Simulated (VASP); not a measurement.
Ni3Pt:

```
CELL_PARAMETERS angstrom
3.62457 0.00000 0.00000
0.00000 3.62457 0.00000
0.00000 0.00000 3.62457
ATOMIC_POSITIONS crystal
Ni 0.50000 0.00000 0.50000
Ni 0.00000 0.50000 0.50000
Ni 0.50000 0.50000 0.00000
Pt 0.00000 0.00000 0.00000
```

Base run:

| Property | Result |
| --- | --- |
| Program | VASP 6.6.1 |
| Functional | LDA |
| Potentials or basis | VASP PAW LDA potentials, release 64 (Ni, Pt) |
| Cutoff | 520 eV |
| k mesh | 9 × 9 × 9 |
| Occupations | fermi-dirac, width 0.05 eV |
| Spin | collinear spin, ferrimagnetic start |
| Starting moments | [0.7, 0.7, 0.7, -0.3] μB |

Its results: pressure -11.5 GPa.

Problem. After a change of settings the same cell gave: pressure -12.9 GPa. Which change was it?
A. cutoff from 520 eV to 600 eV; further incar settings from ALGO = Normal; EDIFF = 1e-07; NBANDS = 32 to ALGO = Normal; EDIFF = 1e-06; NBANDS = 32; moments at the start from [0.7, 0.7, 0.7, -0.3] to [0.7, 0.7, -0.7, 0.3]
B. spin from collinear spin, ferrimagnetic start to no spin polarisation; further incar settings from ALGO = Normal; EDIFF = 1e-07; NBANDS = 32 to ALGO = Normal; EDIFF = 1e-06; NBANDS = 28
C. further incar settings from ALGO = Normal; EDIFF = 1e-07; NBANDS = 32 to ALGO = Normal; EDIFF = 1e-06; NBANDS = 32; moments at the start from [0.7, 0.7, 0.7, -0.3] to [0.7, 0.7, -0.7, -0.3]

Solution. B.

Caveats: the cell stands under tension.
